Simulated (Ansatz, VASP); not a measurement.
Re in VASP and in Ansatz

```xyz
13
Lattice="5.5200 0.0000 0.0000 -4.1400 7.1707 0.0000 0.0000 0.0000 4.4574" Properties=species:S:1:pos:R:3 pbc="T T T"
Re    0.3084    0.1353   -0.7163
Re   -0.0206    1.8180    2.1270
Re   -1.4902    2.2003    0.0606
Re   -1.6225    3.6805    2.4239
Re   -2.8765    4.6604    0.1015
Re   -2.5378    6.0618    2.1435
Re    2.5374   -0.0010    0.1911
Re    2.6871    1.3691    2.3646
Re    1.4154    2.3356    0.0805
Re    1.4198    3.8902    2.4290
Re   -0.1259    4.3217    0.5488
Re    0.5791    6.7794    1.2523
Re   -0.2947    5.7423    3.1575
```

Alike in both runs: functional LDA; k mesh 3 × 2 × 3; occupations fermi-dirac, width 0.1 eV; no spin polarisation.

Ansatz relaxed the structure, and its values are those at the end. VASP's run is a single point on that final structure, the one shown.

|  | VASP | Ansatz |
| --- | --- | --- |
| version | VASP 6.6.1 | Ansatz 0.2.0 |
| potentials or method | VASP PAW LDA potentials, release 64 (Re), cutoff 520 eV | scalar-relativistic, plane waves, PAW |
| valence electrons in the cell | 91 | 195 |

|  | VASP | Ansatz | Ansatz less VASP |
| --- | --- | --- | --- |
| rms of the force components (eV/Å) | 0.048 | 0.023 | -0.0254 |

LDA's correlation is that of Perdew and Zunger in VASP and of Perdew and Wang (1992) in Ansatz. VASP's potentials hold 91 valence electrons a cell and Ansatz's 195, so a difference there can come from the potentials and not from the codes.

The k mesh is coarse, so the values compare programs but aren't converged. Neither program's run includes spin-orbit coupling.
